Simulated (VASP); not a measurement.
Set up this calculation in VASP 6.6.1, as the native input.

| Property | Result |
| --- | --- |
| Task | relaxation of cell and atoms |
| Functional | PBE |
| Potentials or basis | VASP PAW PBE potentials, release 64 (In_d, B, As) |
| Cutoff | 600 eV |
| k mesh | 4 × 4 × 4 |
| Occupations | gaussian, width 0.1 eV |
| Spin | no spin polarisation |
| Dipole correction | no |
| Further INCAR settings | ALGO = Normal; EDIFF = 1e-06; IBRION = 2; EDIFFG = -0.04; NSW = 90; ISIF = 3 |

The structure of In2BAs3 lies in POSCAR:

```
In2BAs3
1.0
   -2.8598039900      2.8598039900      4.1892688500
    2.8598039900     -2.8598039900      4.1892688500
    2.8598039900      2.8598039900     -4.1892688500
In B As
2 1 3
Direct
    0.5000000000      0.0000000000      0.5000000000
    0.0000000000      0.5000000000      0.5000000000
    0.5000000000      0.5000000000      0.0000000000
    0.7517180200      0.7517180200      0.0000000000
    0.2482819800      0.2482819800      0.0000000000
    0.0000000000      0.0000000000      0.0000000000
```

One way to write it, as run:

INCAR

```
PREC = Accurate
ENCUT = 600
EDIFF = 1E-6
ISMEAR = 0
SIGMA = 0.1
LREAL = F
LASPH = T
NELM = 60
ALGO = Normal
ISIF = 3
LWAVE = F
LCHARG = F
GGA = PE
IBRION = 2
NSW = 90
EDIFFG = -0.04
```

KPOINTS

```
Automatic mesh
0
Gamma
  4 4 4
```

Potentials or basis: VASP PAW PBE potentials, release 64 (In_d, B, As).

Launch:

```console
$ cat potpaw_PBE.64/In_d/POTCAR potpaw_PBE.64/B/POTCAR potpaw_PBE.64/As/POTCAR > POTCAR
$ mpirun -np 1 vasp_std > vasp.out
```

It gave:

- Relaxed volume: 23.69 Å³/atom
- Relaxed cell: a = 6.150 Å, b = 6.150 Å, c = 6.150 Å, α = 127.47°, β = 127.47°, γ = 77.49°
- Space group after relaxing (to 0.05 Å): I4/mmm (No. 139)
- Energy gained by relaxing: 551.5 meV/atom
- Ionic steps: 13
- Pressure after relaxing: 0.0 GPa
- Largest force after relaxing: 0.027 eV/Å
- Band gap on the k mesh: zero (band 22 reaches 5.79 eV, above the bottom of band 23 at 2.96 eV)

Caveat: the k points lie up to 0.41 Å⁻¹ apart in the final cell; spin-orbit coupling is left out, which moves the levels of the heavy elements.

It took 6.6 min on 1 thread of AMD EPYC 9R45 96-Core Processor (Zen 5), on a shared host, peak memory 0.34 GiB.
